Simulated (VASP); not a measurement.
# BF: single point with PBE

BF:

```
CELL_PARAMETERS angstrom
3.10145 0.07014 0.00336
1.40734 4.69757 -0.00395
1.21820 -0.11414 6.77469
ATOMIC_POSITIONS crystal
B 0.73703 0.97412 0.06439
B 0.04102 0.35585 0.07910
B 0.95898 0.64415 0.92090
B 0.26297 0.02588 0.93561
F 0.67602 0.94001 0.26077
F 0.95347 0.38537 0.27197
F 0.04653 0.61463 0.72803
F 0.32398 0.05999 0.73923
```

```yaml
Program: VASP 6.6.1
Task: single point
Functional: PBE
Potentials_or_basis: VASP PAW PBE potentials, release 64 (B, F)
Cutoff: 520 eV
k_mesh: 10 × 8 × 6
Occupations: gaussian, width 0.1 eV
Spin: no spin polarisation
Dipole_correction: no
Further_INCAR_settings: ALGO = Normal; EDIFF = 1e-07; NBANDS = 30
```

```yaml
Pressure: 0.5 GPa
Largest_force: 0.280 eV/Å
Band_gap_on_the_k_mesh: zero (bands 20 and 21 overlap by 0.60 eV)
```

Forces on the atoms (eV/Å):
```
B    0.003  0.025 -0.262
B    0.005 -0.022 -0.279
B   -0.005  0.022  0.279
B   -0.003 -0.025  0.262
F   -0.002 -0.037  0.252
F   -0.003  0.026  0.276
F    0.003 -0.026 -0.276
F    0.002  0.037 -0.252
```

Stress tensor (GPa, compression positive):
```
-0.27  0.04 -0.01
 0.04 -0.26 -0.06
-0.01 -0.06  1.93
```

Levels at points of the mesh, in eV from the Fermi level:
```tsv
k point	band 17	band 18	band 19	band 20	band 21	band 22	band 23	band 24
(0.00, 0.00, 0.00)	-4.12	-3.14	-2.99	0.20	3.53	4.51	5.55	5.79
(0.50, 0.00, 0.00)	-3.89	-3.80	-2.84	-1.49	0.77	2.38	6.21	7.73
(0.00, 0.50, 0.00)	-4.11	-3.79	-0.39	-0.04	3.20	5.16	5.17	6.44
(0.50, 0.50, 0.00)	-3.88	-3.81	-2.84	-1.50	0.79	2.50	6.15	7.86
(0.00, 0.00, 0.50)	-4.13	-3.16	-2.99	0.19	3.53	4.05	5.61	5.65
(0.50, 0.00, 0.50)	-3.91	-3.81	-2.81	-1.50	0.77	2.39	6.22	7.79
(0.00, 0.50, 0.50)	-4.11	-3.81	-0.39	-0.05	3.20	5.08	5.17	6.17
(0.50, 0.50, 0.50)	-3.88	-3.83	-2.88	-1.47	0.79	2.49	6.13	7.71
```

It took 8.7 min on 1 thread of Intel(R) Xeon(R) Platinum 8488C (Sapphire Rapids) (shared host), peak memory 0.57 GiB.
